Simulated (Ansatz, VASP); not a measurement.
## One calculation of AlN, two programs

INCAR

```
SYSTEM = AlN
ALGO = Normal
EDIFF = 1E-6
ENCUT = 520
GGA = PS
ISIF = 2
ISMEAR = 0
LASPH = .True.
LCHARG = .False.
LREAL = .False.
LWAVE = .False.
NBANDS = 11
NELM = 80
PREC = Accurate
SIGMA = 0.05
```

KPOINTS

```
k-points
0
Gamma
  10 10 10
  0 0 0
```

Contents of POSCAR:

```
AlN
1.0
    0.1660253140      2.1085991901      2.1085991901
    2.1085991901      0.1660253140      2.1085991901
    2.1085991901      2.1085991901      0.1660253140
Al N
1 1
Direct
    0.5000000000      0.5000000000      0.5000000000
    0.0000000000      0.0000000000      0.0000000000
```

Input for Ansatz:

```yaml
crystal:
  lattice:
    - [0.166025314, 2.1085991901, 2.1085991901]
    - [2.1085991901, 0.166025314, 2.1085991901]
    - [2.1085991901, 2.1085991901, 0.166025314]
  atoms:
    - { symbol: Al, position: [0.5, 0.5, 0.5] }
    - { symbol: "N", position: [0.0, 0.0, 0.0] }
basis:
  ecutwfc: 520.0
kpoints:
  mp_grid: { grid: [10, 10, 10] }
hamiltonian:
  xc: pbesol
  pseudopotentials: { kind: paw, azcp: { folder: soft_1 } }
scf:
  occupations: { method: gaussian, width: 0.05 }
output:
  forces: true
  stress: true
  eigenvalues: true
```

Alike in both runs: task single point; functional PBEsol; k mesh 10 × 10 × 10; occupations gaussian, width 0.05 eV; no spin polarisation.

```csv
,VASP,Ansatz
version,VASP 6.6.1,Ansatz 0.2.0
potentials or method,"VASP PAW PBE potentials, release 64 (Al, N), cutoff 520 eV","scalar-relativistic, plane waves, PAW"
valence electrons in the cell,8,8
```

Ansatz gave:

```
gap on the k mesh at the Fermi level (eV)                     : 2.84
least direct gap on the mesh (eV)                             : 3.98
pressure (GPa)                                                : 1.4
traceless stress, the component that is largest in VASP (GPa) : -28.09
```

Question: Which values does VASP return?

Answer: gap on the k mesh at the Fermi level (eV): 2.84; least direct gap on the mesh (eV): 4.00; pressure (GPa): 1.4; traceless stress, the component that is largest in VASP (GPa): -28.11.

VASP's potentials were made for PBE, not for PBEsol, and Ansatz warns of the same on its side. The functional is the same, so the differences come from potentials, cutoffs and numerics.
